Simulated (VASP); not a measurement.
SrNi2As2, 5 atoms in the cell. It takes space group I4/mmm (No. 139, tetragonal). The conventional cell has a = 4.131 Å, b = 4.131 Å, c = 10.338 Å, α = 90.00°, β = 90.00°, γ = 90.00°. Within 4.3 Å of Sr (site symmetry 4/mmm) lie 10 As at 3.26 to 3.71 Å and 8 Ni at 3.31 Å and 4 Sr at 4.13 Å. Within 3.1 Å of Ni (site symmetry -4m2) lie 4 As at 2.35 Å and 4 Ni at 2.92 Å. As (site symmetry 4mm) has 4 Ni at 2.35 Å and 1 As at 2.91 Å within 3.1 Å. 

| Quantity | Value |
| --- | --- |
| Program | VASP 6.6.1 |
| Task | single point |
| Functional | PBEsol |
| Potentials or basis | VASP PAW PBE potentials, release 64 (Sr_sv, Ni, As) |
| Cutoff | 520 eV |
| k mesh | 12 × 12 × 12 |
| Occupations | gaussian, width 0.1 eV |
| Spin | no spin polarisation |
| Dipole correction | no |
| Further INCAR settings | ALGO = Fast; EDIFF = 1e-06; NBANDS = 28 |

Potentials or basis: VASP PAW PBE potentials, release 64 (Sr_sv, Ni, As).

Run with:

```console
$ cat potpaw_PBE.64/Sr_sv/POTCAR potpaw_PBE.64/Ni/POTCAR potpaw_PBE.64/As/POTCAR > POTCAR
$ mpirun -np 1 vasp_std > vasp.out
```

Hardware: 1 thread of Intel(R) Xeon(R) Platinum 8259CL CPU @ 2.50GHz (Skylake/Cascade Lake) (shared host).

**Question.** How long does it take, and how much memory?

**Answer.** Run time: 19 min on 1 thread of Intel(R) Xeon(R) Platinum 8259CL CPU @ 2.50GHz (Skylake/Cascade Lake), on a shared host, peak memory 0.64 GiB. Counts: scf iterations 21, k points 163.
